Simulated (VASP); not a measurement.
## BN: electric field gradients with PBE

BN:

```
B N
1.0
     2.54000    0.00000    0.00000
    -1.27000    2.19970    0.00000
     0.00000    0.00000    6.59800
B N
2 2
Direct
  0.33333 0.66667 0.25000
  0.66667 0.33333 0.75000
  0.33333 0.66667 0.75000
  0.66667 0.33333 0.25000
```

| Quantity | Value |
| --- | --- |
| Program | VASP 6.6.1 |
| Task | electric field gradients |
| Functional | PBE |
| Potentials or basis | VASP PAW PBE potentials, release 64 (B, N) |
| Cutoff | 520 eV |
| k mesh | 13 × 13 × 5 |
| Occupations | fermi-dirac, width 0.02 eV |
| Spin | no spin polarisation |
| Dipole correction | no |
| Further INCAR settings | ALGO = Normal; EDIFF = 1e-08; NBANDS = 16 |

```
Pressure               : -6.4 GPa
Band gap on the k mesh : 4.21 eV, indirect (least direct gap 4.55 eV)
```

Stress tensor (GPa, compression positive):
```
-10.99   0.00   0.00
  0.00 -10.99   0.00
  0.00   0.00   2.91
```

Levels at points of the mesh, in eV from the valence-band top:
| k point | band 4 | band 5 | band 6 | band 7 | band 8 | band 9 | band 10 | band 11 | band 12 | band 13 |
| --- | --- | --- | --- | --- | --- | --- | --- | --- | --- | --- |
| (0.00, 0.00, 0.00) | -3.86 | -1.43 | -1.43 | -1.38 | -1.38 | 5.24 | 10.17 | 11.14 | 11.14 | 11.28 |

Electric field gradients, principal values (V/Å²):
| atom | least | middle | greatest (by size) |
| --- | --- | --- | --- |
| 1 B | -17.065 | -17.065 | 34.130 |
| 2 B | -17.065 | -17.065 | 34.130 |
| 3 N | 1.541 | 1.544 | -3.085 |
| 4 N | 1.541 | 1.544 | -3.085 |

It took 23 s on 1 thread of AMD EPYC 9R45 (Zen 5), on a shared host, peak memory 0.13 GiB.

Caveat: without QUAD_EFG the Cq values of the log hold for a quadrupole moment of 1 mb, not for the nuclei; this functional lacks dispersion, which binds the layers, so the pressure and a relaxed spacing across them are unreliable. Expect the measured gap to be larger: semilocal functionals such as PBE lack the derivative discontinuity.
